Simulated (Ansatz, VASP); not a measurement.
# Al2Cu: VASP beside Ansatz

INCAR

```
ALGO = Fast
EDIFF = 1E-6
ENCUT = 520
GGA = CA
ISIF = 2
ISMEAR = 0
LASPH = True
LCHARG = False
LREAL = False
LWAVE = False
NBANDS = 16
NELM = 80
PREC = Accurate
SIGMA = 0.15
```

The input KPOINTS:

```
k-points
0
Gamma
  14 14 14
```

Contents of POSCAR:

```
Al2Cu
1.0
   -2.0046693320      2.0046693320      2.7878500000
    2.0046693320     -2.0046693320      2.7878500000
    2.0046693320      2.0046693320     -2.7878500000
Al Cu
2 1
Direct
    0.7500000000      0.2500000000      0.5000000000
    0.2500000000      0.7500000000      0.5000000000
    0.5000000000      0.5000000000      0.0000000000
```

Input for Ansatz:

```yaml
crystal:
  lattice:
    - [-2.004669332, 2.004669332, 2.78785]
    - [2.004669332, -2.004669332, 2.78785]
    - [2.004669332, 2.004669332, -2.78785]
  atoms:
    - { symbol: Al, position: [0.75, 0.25, 0.5] }
    - { symbol: Al, position: [0.25, 0.75, 0.5] }
    - { symbol: Cu, position: [0.5, 0.5, 0.0] }
basis:
  ecutwfc: 520.0
kpoints:
  mp_grid: { grid: [14, 14, 14] }
hamiltonian:
  xc: lda
  pseudopotentials: { kind: paw, azcp: { folder: soft_1 } }
scf:
  occupations: { method: gaussian, width: 0.15 }
output:
  forces: true
  stress: true
  eigenvalues: true
```

Alike in both runs: task single point; functional LDA; k mesh 14 × 14 × 14; occupations gaussian, width 0.15 eV; no spin polarisation.

|  | VASP | Ansatz |
| --- | --- | --- |
| version | VASP 6.6.1 | Ansatz 0.2.0 |
| potentials or method | VASP PAW LDA potentials, release 64 (Al, Cu), cutoff 520 eV | scalar-relativistic, plane waves, PAW |
| valence electrons in the cell | 17 | 25 |

Ansatz gave:

| Property | Result |
| --- | --- |
| gap on the k mesh at the Fermi level (eV) | none |
| pressure (GPa) | 2.0 |
| traceless stress, the component that is largest in VASP (GPa) | 1.30 |

**Question.** Estimate VASP's values.

**Answer.** gap on the k mesh at the Fermi level (eV): none; pressure (GPa): 2.4; traceless stress, the component that is largest in VASP (GPa): 1.30.

Ansatz warns that its potentials were made for another functional, while VASP's fit it. LDA's correlation is that of Perdew and Zunger in VASP and of Perdew and Wang (1992) in Ansatz. A gap of «none» marks a metal or a gap that the smearing closes. VASP's potentials hold 17 valence electrons a cell and Ansatz's 25, so a difference there can come from the potentials and not from the codes.
